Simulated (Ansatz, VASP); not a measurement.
**One calculation of SbMo, two programs**

```
Mo Sb
1.0
     0.00000    3.13248    3.13248
     3.13248    0.00000    3.13248
     3.13248    3.13248    0.00000
Mo Sb
1 1
Direct
  0.00000 0.00000 0.00000
  0.25000 0.25000 0.25000
```

Alike in both runs: task single point; functional PBE; k mesh 10 × 10 × 10; occupations gaussian, width 0.05 eV; no spin polarisation.

```csv
,VASP,Ansatz
version,VASP 6.6.1,Ansatz 0.2.0
potentials or method,"VASP PAW PBE potentials, release 64 (Mo_sv, Sb), cutoff 520 eV","scalar-relativistic, plane waves, PAW"
valence electrons in the cell,19,29
```

|  | VASP | Ansatz | Ansatz less VASP |
| --- | --- | --- | --- |
| gap on the k mesh at the Fermi level (eV) | none | none | - |
| pressure (GPa) | -4.6 | -4.6 | +0.02 |

A gap of «none» marks a metal or a gap that the smearing closes. VASP's potentials hold 19 valence electrons a cell and Ansatz's 29, so a difference there can come from the potentials and not from the codes.

Neither program's run includes spin-orbit coupling.
